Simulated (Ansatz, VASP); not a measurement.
**Rb: VASP beside Ansatz**

Contents of POSCAR:

```
Rb
1.0
   -2.8677202310      2.8677202310      2.8677202310
    2.8677202310     -2.8677202310      2.8677202310
    2.8677202310      2.8677202310     -2.8677202310
Rb
1
Direct
    0.0000000000      0.0000000000      0.0000000000
```

The input INCAR.step1:

```
SYSTEM = Rb
PREC = Accurate
ENCUT = 520
ISMEAR = -1
SIGMA = 0.1
LREAL = .False.
LASPH = .True.
NELM = 100
NBANDS = 10
GGA = PE
ALGO = Normal
EDIFF = 1E-4
LWAVE = .True.
LCHARG = .False.
```

The input INCAR.step2:

```
SYSTEM = Rb
PREC = Accurate
ENCUT = 520
EDIFF = 1E-6
ISMEAR = -1
SIGMA = 0.1
LREAL = .False.
LASPH = .True.
NELM = 100
ALGO = Normal
ISIF = 2
LWAVE = .False.
LCHARG = .False.
METAGGA = R2SCAN
LMIXTAU = .True.
NBANDS = 10
ISTART = 1
```

File KPOINTS:

```
Automatic mesh
0
Gamma
  3 3 3
  0 0 0
```

Input for Ansatz:

```yaml
crystal:
  lattice:
    - [-2.867720231, 2.867720231, 2.867720231]
    - [2.867720231, -2.867720231, 2.867720231]
    - [2.867720231, 2.867720231, -2.867720231]
  atoms:
    - { symbol: Rb, position: [0.0, 0.0, 0.0] }
hamiltonian:
  xc: r2scan
  pseudopotentials:
    kind: paw
    azcp:
      Rb: "pseudopotentials/Rb.paw.azcp"
basis:
  ecutwfc: 500
  fft_grid_basis: typed
kpoints:
  mp_grid: { grid: [3, 3, 3], shift: [0, 0, 0] }
magnetization:
  spin_polarized: false
scf:
  occupations: { method: fermi_dirac, width: 0.1 }
  lower_state_search: "off"
output:
  stress: true
```

Alike in both runs: task single point; functional r2SCAN; k mesh 3 × 3 × 3; occupations fermi-dirac, width 0.1 eV; no spin polarisation.

|  | VASP | Ansatz |
| --- | --- | --- |
| version | VASP 6.6.1 | Ansatz 0.2.0 |
| potentials or method | VASP PAW PBE potentials, release 64 (Rb_sv), cutoff 520 eV | plane waves (500 eV) with PAW, scalar-relativistic |
| valence electrons in the cell | 9 | 9 |

|  | VASP | Ansatz | Ansatz less VASP |
| --- | --- | --- | --- |
| pressure (GPa) | -0.1 | -0.1 | -0.01 |

VASP's potentials were made for PBE, not for r2SCAN. The functional is the same, so the differences come from potentials, cutoffs and numerics.

The k mesh is coarse, so the values compare programs but aren't converged.
